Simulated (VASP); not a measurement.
A run of VASP 6.6.1 is set up as follows.

File INCAR:

```
SYSTEM = Na2P3
ALGO = Normal ; EDIFF = 1E-7
ENCUT = 520 ; GGA = PE
ISIF = 2 ; ISMEAR = 0
LASPH = .TRUE. ; LCHARG = .TRUE.
LELF = .TRUE. ; LREAL = .FALSE.
LVHAR = .TRUE. ; LWAVE = .FALSE.
NBANDS = 22 ; NELM = 80
PREC = Accurate ; SIGMA = 0.1
```

KPOINTS

```
k-points
0
G
  6 6 4
  0 0 0
```

The input POSCAR:

```
Na2P3
1.0
    3.4086037665      0.0000000000      0.0000000000
   -1.7043018833      2.9519374532      0.0000000000
    0.0000000000      0.0000000000     10.2115425885
Na P
2 3
Direct
    0.3333333333      0.6666666667      0.1972424062
    0.6666666667      0.3333333333      0.8027575938
    0.0000000000      0.0000000000      0.0000000000
    0.3333333333      0.6666666667      0.5553031078
    0.6666666667      0.3333333333      0.4446968922
```

Potentials or basis: VASP PAW PBE potentials, release 64 (Na_pv, P).

Launch:

```console
$ cat potpaw_PBE.64/Na_pv/POTCAR potpaw_PBE.64/P/POTCAR > POTCAR
$ mpirun -np 1 vasp_std > vasp.out
```

Task: Estimate the pressure.

Result: 0.0 GPa.

Task: What does it give for the largest force?

Result: 0.082 eV/Å.

Stress tensor (GPa, compression positive):
```
-0.15  0.00  0.00
 0.00 -0.15  0.00
 0.00  0.00  0.18
```
